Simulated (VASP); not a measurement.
Wanted: the native input for a VASP 6.6.1 run.

| Property | Result |
| --- | --- |
| Task | single point |
| Functional | PBE |
| Dispersion | D4 |
| Potentials or basis | VASP PAW PBE potentials, release 64 (Si, C) |
| Cutoff | 600 eV |
| k mesh | 8 × 8 × 5 |
| Occupations | methfessel-paxton, width 0.1 eV |
| Spin | no spin polarisation |
| Dipole correction | no |
| Further INCAR settings | ALGO = Normal; EDIFF = 1e-06; NBANDS = 16 |

The structure of SiC (Moissanite) lies in POSCAR:

```
SiC
1.0
    3.0760000000      0.0000000000      0.0000000000
   -1.5380000000      2.6638940000      0.0000000000
    0.0000000000      0.0000000000      5.0480000000
Si C
2 2
Direct
    0.3333333333      0.6666666667      0.0000000000
    0.6666666667      0.3333333333      0.5000000000
    0.3333333333      0.6666666667      0.3850000000
    0.6666666667      0.3333333333      0.8850000000
```

These files were run (other wordings do the same):

INCAR

```
SYSTEM = SiC
ALGO     = Normal         ! electronic algorithm
EDIFF    = 1E-6           ! SCF threshold, eV
ENCUT    = 600            ! plane-wave cutoff, eV
GGA      = PE             ! functional
GGA_COMPAT= .False.      
ISIF     = 2              ! what is computed and relaxed
ISMEAR   = 1              ! smearing method
IVDW     = 13             ! dispersion correction
LASPH    = .True.         ! aspherical terms in the spheres
LCHARG   = .False.        ! write CHGCAR
LREAL    = .False.        ! projectors in reciprocal space
LWAVE    = .False.        ! write WAVECAR
NBANDS   = 16             ! bands
NELM     = 120            ! most SCF steps
PREC     = Accurate       ! precision mode
SIGMA    = 0.1            ! smearing width, eV
```

KPOINTS

```
k-points
0
Gamma
  8 8 5
  0 0 0
```

Potentials or basis: VASP PAW PBE potentials, release 64 (Si, C).

Run with:

```console
$ cat potpaw_PBE.64/Si/POTCAR potpaw_PBE.64/C/POTCAR > POTCAR
$ mpirun -np 1 vasp_std > vasp.out
```

Results of the run:

The pressure is -0.7 GPa, the largest force is 0.738 eV/Å and the band gap on the k mesh is 2.58 eV, indirect (least direct gap 4.08 eV). The dispersion energy per atom is -0.329 eV.

Wall time 24 s on 1 thread of Intel(R) Xeon(R) Platinum 8488C (Sapphire Rapids), with other jobs on the host, peak memory 0.17 GiB.
